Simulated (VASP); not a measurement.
CO2, 6 atoms in the cell. Symmetry: I-42d, No. 122, tetragonal system. Conventional cell: a = 3.939 Å, b = 3.939 Å, c = 6.011 Å, α = 90.00°, β = 90.00°, γ = 90.00°. Within 1.9 Å of O (site symmetry 2) lie 2 C at 1.40 Å. C (site symmetry -4) has 4 O at 1.40 Å within 1.9 Å. 

| Property | Result |
| --- | --- |
| Program | VASP 6.6.1 |
| Task | single point |
| Functional | BLYP |
| Dispersion | D4 |
| Potentials or basis | VASP PAW PBE potentials, release 64 (O, C) |
| Cutoff | 520 eV |
| k mesh | 9 × 9 × 9 |
| Occupations | fermi-dirac, width 0.05 eV |
| Spin | no spin polarisation |
| Dipole correction | no |
| Further INCAR settings | ALGO = Normal; EDIFF = 1e-07; NBANDS = 25 |

Potentials or basis: VASP PAW PBE potentials, release 64 (O, C).

Run with:

```sh
$ cat potpaw_PBE.64/O/POTCAR potpaw_PBE.64/C/POTCAR > POTCAR
$ mpirun -np 1 vasp_std > vasp.out
```

Hardware: 1 thread of Intel(R) Xeon(R) Platinum 8488C (Sapphire Rapids), with other jobs on the host.

**Question.** How long does it take, and how much memory?

**Answer.** It took 75 s on 1 thread of Intel(R) Xeon(R) Platinum 8488C (Sapphire Rapids), with other jobs on the host, peak memory 0.2 GiB. Counts: scf iterations 14, k points 75.
